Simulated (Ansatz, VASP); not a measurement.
B3PPd: VASP beside Ansatz

```
B P Pd
1.0
     4.09558    0.00000    0.00000
     0.00000    4.09558    0.00000
     0.00000    0.00000    4.09558
B P Pd
3 1 1
Direct
  0.00000 0.50000 0.50000
  0.50000 0.00000 0.50000
  0.50000 0.50000 0.00000
  0.00000 0.00000 0.00000
  0.50000 0.50000 0.50000
```

Alike in both runs: functional PBE; k mesh 6 × 6 × 6; occupations gaussian, width 0.1 eV; no spin polarisation.

Ansatz relaxed the structure, and its values are those at the end. VASP's run is a single point on that final structure, the one shown.

|  | VASP | Ansatz |
| --- | --- | --- |
| version | VASP 6.6.1 | Ansatz 0.2.0 |
| potentials or method | VASP PAW PBE potentials, release 64 (B, P, Pd), cutoff 520 eV | scalar-relativistic, plane waves, PAW |
| valence electrons in the cell | 24 | 32 |

```csv
,VASP,Ansatz,Ansatz less VASP
gap on the k mesh at the Fermi level (eV),none,none,-
pressure (GPa),0.2,0.2,+0.04
```

A gap of «none» marks a metal or a gap that the smearing closes. VASP's potentials hold 24 valence electrons a cell and Ansatz's 32, so a difference there can come from the potentials and not from the codes.
